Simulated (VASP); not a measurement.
# TiO2 (P4_2/mnm) in VASP: notebook

The runs below take TiO2 through relaxation of cell and atoms, single point, with r2SCAN, r2SCAN+D3(BJ).

Program: VASP 6.6.1. These are calculated values, not measurements. Logs are shortened: lines on timing, memory, paths and dates and some standing lists are left out, and cuts for length are marked.

**What was measured.**

“Shallow Valence Band of Rutile GeO2 and P-type Doping”, 2020, arxiv:2011.08928 quotes, for a bulk crystal of TiO2 at 1.6 K: band gap 3.03 eV (direct).

How close the calculation comes is told below.

### 1 The cell of the first run

The structure is tetragonal, space group P4_2/mnm (No. 136). Conventional cell: a = 4.592 Å, b = 4.592 Å, c = 2.957 Å, α = 90.00°, β = 90.00°, γ = 90.00°. Within 2.6 Å of Ti (site symmetry mmm) lie 6 O at 1.95 to 1.98 Å. O (site symmetry m2m) has 3 Ti at 1.95 to 1.98 Å and 1 O at 2.53 Å within 2.6 Å.

### 2 Relaxation of cell and atoms, r2SCAN

The input, POSCAR:

```
TiO2
1.0
    4.5922000000      0.0000000000      0.0000000000
    0.0000000000      4.5922000000      0.0000000000
    0.0000000000      0.0000000000      2.9574000000
Ti O
2 4
Direct
    0.0000000000      0.0000000000      0.0000000000
    0.5000000000      0.5000000000      0.5000000000
    0.3049600000      0.3049600000      0.0000000000
    0.1950400000      0.8049600000      0.5000000000
    0.6950400000      0.6950400000      0.0000000000
    0.8049600000      0.1950400000      0.5000000000
```

The input, INCAR.step1:

```
SYSTEM = TiO2
PREC = Accurate
ENCUT = 600
ISMEAR = 0
SIGMA = 0.02
LREAL = .FALSE.
LASPH = .TRUE.
NELM = 60
GGA = PE
ALGO = Normal
EDIFF = 1E-4
LWAVE = .TRUE.
LCHARG = .FALSE.
```

The input, INCAR.step2:

```
SYSTEM = TiO2
PREC = Accurate
ENCUT = 600
EDIFF = 1E-6
ISMEAR = 0
SIGMA = 0.02
LREAL = .FALSE.
LASPH = .TRUE.
NELM = 60
ALGO = Normal
ISIF = 3
LWAVE = .FALSE.
LCHARG = .FALSE.
METAGGA = R2SCAN
LMIXTAU = .TRUE.
IBRION = 2
NSW = 100
EDIFFG = -0.005
ISTART = 1
```

The input, KPOINTS:

```
regular mesh
0
G
  6 6 10
  0 0 0
```

Potentials or basis: VASP PAW PBE potentials, release 64 (Ti_sv, O).

The run is started by

```bash
> cat potpaw_PBE.64/Ti_sv/POTCAR potpaw_PBE.64/O/POTCAR > POTCAR
> cp INCAR.step1 INCAR
> mpirun -np 1 vasp_std > vasp.out
> cp INCAR.step2 INCAR
> mpirun -np 1 vasp_std > vasp.out
```

OUTCAR:

```text
SYSTEM = TiO2
   PREC = Accurate
   ENCUT = 600
   EDIFF = 1E-6
   ISMEAR = 0
   LREAL = .FALSE.
   LASPH = .TRUE.
   NELM = 60
   ISIF = 3
   METAGGA = R2SCAN
   IBRION = 2
   NSW = 100
   EDIFFG = -0.005
   ISTART = 1

 ion  position               nearest neighbor table
   1  0.000  0.000  0.000-   4 1.95   6 1.95   4 1.95   6 1.95   5 1.98   3 1.98
   2  0.500  0.500  0.500-   3 1.95   5 1.95   3 1.95   5 1.95   4 1.98   6 1.98
   3  0.305  0.305  0.000-   2 1.95   2 1.95   1 1.98
   4  0.195  0.805  0.500-   1 1.95   1 1.95   2 1.98
   5  0.695  0.695  0.000-   2 1.95   2 1.95   1 1.98
   6  0.805  0.195  0.500-   1 1.95   1 1.95   2 1.98

  LATTYP: Found a simple tetragonal cell.
 ALAT       =     4.5922000000
 C/A-ratio  =     0.6440050520

  Lattice vectors:

 A1 = (   4.5922000000,   0.0000000000,   0.0000000000)
 A2 = (   0.0000000000,   4.5922000000,   0.0000000000)
 A3 = (   0.0000000000,   0.0000000000,   2.9574000000)

Analysis of symmetry for initial positions (statically):
=====================================================================
 Subroutine PRICEL returns:
 Original cell was already a primitive cell.

 Routine SETGRP: Setting up the symmetry group for a
 simple tetragonal supercell.

 Subroutine GETGRP returns: Found 16 space group operations
 (whereof  8 operations were pure point group operations)
 out of a pool of 16 trial point group operations.

The static configuration has the point symmetry D_2h.
 The point group associated with its full space group is D_4h.

Analysis of symmetry for dynamics (positions and initial velocities):
=====================================================================
 Subroutine PRICEL returns:
 Original cell was already a primitive cell.

 Routine SETGRP: Setting up the symmetry group for a
 simple tetragonal supercell.

 Subroutine GETGRP returns: Found 16 space group operations
 (whereof  8 operations were pure point group operations)
 out of a pool of 16 trial point group operations.

The dynamic configuration has the point symmetry D_2h.
 The point group associated with its full space group is D_4h.

 Subroutine INISYM returns: Found 16 space group operations
 (whereof  8 operations are pure point group operations),
 and found     1 'primitive' translations

----------------------------------------------------------------------------------------

                                     Primitive cell

  volume of cell :      62.3665

  direct lattice vectors                    reciprocal lattice vectors
     4.592200000  0.000000000  0.000000000     0.217760550  0.000000000  0.000000000
     0.000000000  4.592200000  0.000000000     0.000000000  0.217760550  0.000000000
     0.000000000  0.000000000  2.957400000     0.000000000  0.000000000  0.338134848

  length of vectors
     4.592200000  4.592200000  2.957400000     0.217760550  0.217760550  0.338134848

  position of ions in fractional coordinates (direct lattice)
     0.000000000  0.000000000  0.000000000
     0.500000000  0.500000000  0.500000000
     0.304960000  0.304960000  0.000000000
     0.195040000  0.804960000  0.500000000
     0.695040000  0.695040000  0.000000000
     0.804960000  0.195040000  0.500000000

  ion indices of the primitive-cell ions
   primitive index   ion index
                 1           1
                 2           2
                 3           3
                 4           4
                 5           5
                 6           6

----------------------------------------------------------------------------------------

 KPOINTS: regular mesh

Automatic generation of k-mesh.
 Grid dimensions read from file:
 generate k-points for:    6    6   10

 Generating k-lattice:

  Cartesian coordinates                     Fractional coordinates (reciprocal lattice)
     0.036293425  0.000000000  0.000000000     0.166666667  0.000000000  0.000000000
     0.000000000  0.036293425  0.000000000     0.000000000  0.166666667  0.000000000
     0.000000000  0.000000000  0.033813485     0.000000000  0.000000000  0.100000000

  Length of vectors
     0.036293425  0.036293425  0.033813485

  Shift w.r.t. Gamma in fractional coordinates (k-lattice)
     0.000000000  0.000000000  0.000000000

 Subroutine IBZKPT returns following result:
 ===========================================

 Found     60 irreducible k-points:

 Following reciprocal coordinates:
            Coordinates               Weight
  0.000000  0.000000  0.000000      1.000000
  0.166667  0.000000  0.000000      4.000000
  0.333333  0.000000  0.000000      4.000000
  0.500000  0.000000  0.000000      2.000000
  0.166667  0.166667  0.000000      4.000000
  0.333333  0.166667  0.000000      8.000000
[... 16 lines left out ...]
  0.333333  0.000000  0.200000      8.000000
  0.500000  0.000000  0.200000      4.000000
 [... further k-points ...]
   k-points           NKPTS =     60   k-points in BZ     NKDIM =     60   number of bands    NBANDS=     28
   number of dos      NEDOS =    301   number of ions     NIONS =      6
   total plane-waves  NPLWV =  38400
   dimension x,y,z NGX =    40 NGY =   40 NGZ =   24
   dimension x,y,z NGXF=    80 NGYF=   80 NGZF=   48
   ions per type =               2   4
   NGX,Y,Z   is equivalent  to a cutoff of  14.48, 14.48, 13.49 a.u.
   NGXF,Y,Z  is equivalent  to a cutoff of  28.96, 28.96, 26.98 a.u.
 SYSTEM =  TiO2
   PREC   = accura    normal or accurate (medium, high low for compatibility)
   ISTART =      1    job   : 0-new  1-cont  2-samecut
   ICHARG =      0    charge: 1-file 2-atom 10-const
   ISPIN  =      1    spin polarized calculation?
   LNONCOLLINEAR =      F non collinear calculations
   LSORBIT =      F    spin-orbit coupling
   LASPH  =      T    aspherical Exc in radial PAW
   ENCUT  =  600.0 eV  44.10 Ry    6.64 a.u.   9.17  9.17  5.91*2*pi/ulx,y,z
   NELM   =     60;   NELMIN=  2; NELMDL=  0     # of ELM steps
   EDIFF  = 0.1E-05   stopping-criterion for ELM
   LREAL  =      F    real-space projection
   EDIFFG = -.5E-02   stopping-criterion for IOM
   NSW    =    100    number of steps for IOM
   IBRION =      2    ionic relax: 0-MD 1-quasi-New 2-CG
   NFREE  =      1    steps in history (QN), initial steepest desc. (CG)
   ISIF   =      3    stress and relaxation
   ISYM   =      2    0-nonsym 1-usesym 2-fastsym
   POTIM  = 0.5000    time-step for ionic-motion
   TEBEG  =    0.0;   TEEND  =   0.0 temperature during run
   PSTRESS=    0.0 pullay stress
   NELECT =      48.0000    total number of electrons
   NUPDOWN=      -1.0000    fix difference up-down
   EMIN   =  10.00;   EMAX   =-10.00  energy-range for DOS
   EFERMI =   0.00;   METHOD = LEGACY
   ISMEAR =     0;   SIGMA  =   0.02  broadening in eV -4-tet -1-fermi 0-gaus
   EFERMI_NEDOS =   21; number of points for ismear=-14 and -15
   IALGO  =     38    algorithm
   IMIX   =      4    mixing-type and parameters
     AMIX     =   0.40;   BMIX     =  1.00
     AMIX_MAG =   1.60;   BMIX_MAG =  1.00
  volume/ion in A,a.u.               =      10.39        70.15
  Fermi-wavevector in a.u.,A,eV,Ry     =   1.500277  2.835112 30.624403  2.250830
  Thomas-Fermi vector in A             =   2.611798
   LORBIT       =      0    0 simple, 1 ext, 2 COOP (PROOUT), +10 PAW based schemes
   METAGGA = R2SCAN    functional components
   LHFCALC =     F    Hartree Fock is set to
   AEXX    =    0.0000 exact exchange contribution
   IVDW    =     0    specifies the selected vdW correction
   LEPSILON=     F    determine dielectric tensor
   LRPA    =     F    only Hartree local field effects (RPA)
 conjugate gradient relaxation of ions
 non-spin polarized calculation
 Gauss-broadening in eV      SIGMA  =   0.02
  energy-cutoff  :      600.00
  volume of cell :       62.37
 maximum number of plane-waves:      2102
 NGX is ok and might be reduce to    40
   NGX = 19   NGY = 19   NGZ = 11

--------------------------------------- Ionic step        1  -------------------------------------------

 number of electron      47.9999989 magnetization

 Free energy of the ion-electron system (eV)
  ---------------------------------------------------
  ext. energy  EPLUGINS =         0.00000000
  ---------------------------------------------------
  free energy    TOTEN  =       -69.80560608 eV

  energy without entropy =      -69.80560608  energy(sigma->0) =      -69.80560608

------------------------ aborting loop because EDIFF is reached ----------------------------------------

  FORCE on cell =-STRESS in cart. coord.  units (eV):
  Direction    XX          YY          ZZ          XY          YZ          ZX
  --------------------------------------------------------------------------------------
  -------------------------------------------------------------------------------------
  Total        0.4468981      0.4468981      0.4918304     -0.0000000      0.0000000      0.0000000
  in kB       11.4806754     11.4806754     12.6349733     -0.0000000      0.0000000      0.0000000
  external PRESSURE =      11.8654414 kB  Pullay stress =       0.0000000 kB

 VOLUME and BASIS-vectors are now :
 -----------------------------------------------------------------------------
  energy-cutoff  :      600.00
  volume of cell :       62.37
      direct lattice vectors                 reciprocal lattice vectors
     4.592200000  0.000000000  0.000000000     0.217760550  0.000000000  0.000000000
     0.000000000  4.592200000  0.000000000     0.000000000  0.217760550  0.000000000
     0.000000000  0.000000000  2.957400000     0.000000000  0.000000000  0.338134848
[... 121 lines left out ...]
 POSITION                                       TOTAL-FORCE (eV/Angst)
 -----------------------------------------------------------------------------------
     -0.00000      4.59939      0.00000         0.000000      0.000000      0.000000
      2.29969      2.29969      1.48125         0.000000      0.000000      0.000000
      1.40142      1.40142      0.00000        -0.012955     -0.012955     -0.000000
      0.89827      3.70111      1.48125         0.012955     -0.012955      0.000000
      3.19797      3.19797      0.00000         0.012955      0.012955      0.000000
      3.70111      0.89827      1.48125        -0.012955      0.012955      0.000000
 -----------------------------------------------------------------------------------
    total drift:                               -0.000000      0.000000     -0.000000

  FREE ENERGIE OF THE ION-ELECTRON SYSTEM (eV)
  ---------------------------------------------------
  free  energy   TOTEN  =       -69.8070052279 eV

  energy  without entropy=      -69.8070052279  energy(sigma->0) =      -69.80700523

--------------------------------------- Ionic step        5  -------------------------------------------

 number of electron      47.9999987 magnetization

 Free energy of the ion-electron system (eV)
  ---------------------------------------------------
  ext. energy  EPLUGINS =         0.00000000
  ---------------------------------------------------
  free energy    TOTEN  =       -69.80707926 eV

  energy without entropy =      -69.80707926  energy(sigma->0) =      -69.80707926

 E-fermi :   4.7821     XC(G=0): -12.1346

 val. band max:        4.5090774897   @ k =   0.0000   0.0000   0.0000
 cond. band min:       6.7236521417   @ k =   0.0000   0.0000   0.0000
 fundamental gap:      2.2145746520
 Fermi energy:         4.7821155006

 k-point     1 :       0.0000    0.0000    0.0000
  band No.  band energies     occupation
      1     -54.6556      2.00000
      2     -54.6381      2.00000
      3     -29.9182      2.00000
      4     -29.9182      2.00000
      5     -29.7430      2.00000
      6     -29.7430      2.00000
[... 20 lines left out ...]
     27       7.2732      0.00000
[... 691 lines left out ...]
      6     -29.8198      2.00000
[... 20 lines left out ...]
     27       7.9935      0.00000
     28       7.9935      0.00000

 [... further k-points ...]
[... 5 lines left out ...]
  --------------------------------------------------------------------------------------
  -------------------------------------------------------------------------------------
  Total        0.0023749      0.0023749     -0.0170044      0.0000000      0.0000000      0.0000000
  in kB        0.0607338      0.0607338     -0.4348600      0.0000000      0.0000000      0.0000000
  external PRESSURE =      -0.1044641 kB  Pullay stress =       0.0000000 kB

 VOLUME and BASIS-vectors are now :
 -----------------------------------------------------------------------------
  energy-cutoff  :      600.00
  volume of cell :       62.65
      direct lattice vectors                 reciprocal lattice vectors
     4.600062983  0.000000000  0.000000000     0.217388328  0.000000000  0.000000000
    -0.000000000  4.600062983  0.000000000    -0.000000000  0.217388328  0.000000000
     0.000000000  0.000000000  2.960707101     0.000000000  0.000000000  0.337757153

 POSITION                                       TOTAL-FORCE (eV/Angst)
 -----------------------------------------------------------------------------------
      0.00000      0.00000      0.00000         0.000000      0.000000     -0.000000
      2.30003      2.30003      1.48035         0.000000      0.000000     -0.000000
      1.40096      1.40096      2.96071         0.001555      0.001555      0.000000
      0.89907      3.70099      1.48035        -0.001555      0.001555     -0.000000
      3.19910      3.19910      0.00000        -0.001555     -0.001555     -0.000000
      3.70099      0.89907      1.48035         0.001555     -0.001555     -0.000000
 -----------------------------------------------------------------------------------
    total drift:                                0.000000     -0.000000      0.000000

  FREE ENERGIE OF THE ION-ELECTRON SYSTEM (eV)
  ---------------------------------------------------
  free  energy   TOTEN  =       -69.8070792637 eV

  energy  without entropy=      -69.8070792637  energy(sigma->0) =      -69.80707926

 reached required accuracy - stopping structural energy minimisation
```

Wall time 15 min (1 thread of Intel Xeon 6975P-C, shared host); peak memory 0.28 GiB.

What came out:

| Quantity | Value |
| --- | --- |
| Free energy | -69.8071 eV |
| Relaxed volume | 10.44 Å³/atom |
| Relaxed cell | a = 4.600 Å, b = 4.600 Å, c = 2.961 Å, α = 90.00°, β = 90.00°, γ = 90.00° |
| Space group after relaxing (to 0.05 Å) | P4_2/mnm (No. 136) |
| Energy gained by relaxing | 0.2 meV/atom |
| Ionic steps | 5 |
| Pressure after relaxing | 0.0 GPa |
| Band gap on the k mesh | 2.21 eV, direct |

Forces in eV/Å, atoms in the order of the input:
```
Ti   0.000  0.000  0.000
Ti   0.000  0.000  0.000
O    0.002  0.002  0.000
O   -0.002  0.002  0.000
O   -0.002 -0.002  0.000
O    0.002 -0.002  0.000
```

Step by step:
| step | energy change (eV) | largest force (eV/Å) | pressure (GPa) | volume (Å³) |
| --- | --- | --- | --- | --- |
| 1 | 0.0000 | 0.0808 | 1.19 | 62.37 |
| 2 | 0.0011 | 0.0579 | -1.74 | 63.06 |
| 3 | -0.0014 | 0.0201 | -0.06 | 62.66 |
| 4 | -0.0014 | 0.0183 | -0.09 | 62.67 |
| 5 | -0.0015 | 0.0022 | -0.01 | 62.65 |

Final structure:
```yaml
crystal:
  lattice:
    - [4.60006, 0.00000, 0.00000]
    - [0.00000, 4.60006, 0.00000]
    - [0.00000, 0.00000, 2.96071]
  atoms:
    - { symbol: Ti, position: [0.00000, 0.00000, 0.00000] }
    - { symbol: Ti, position: [0.50000, 0.50000, 0.50000] }
    - { symbol: O, position: [0.30455, 0.30455, 0.00000] }
    - { symbol: O, position: [0.19545, 0.80455, 0.50000] }
    - { symbol: O, position: [0.69545, 0.69545, 0.00000] }
    - { symbol: O, position: [0.80455, 0.19545, 0.50000] }
```

Caveat: the PAW data sets were made with another functional, which shifts forces and pressure a little.

(Part 1 of 3 ends here.)
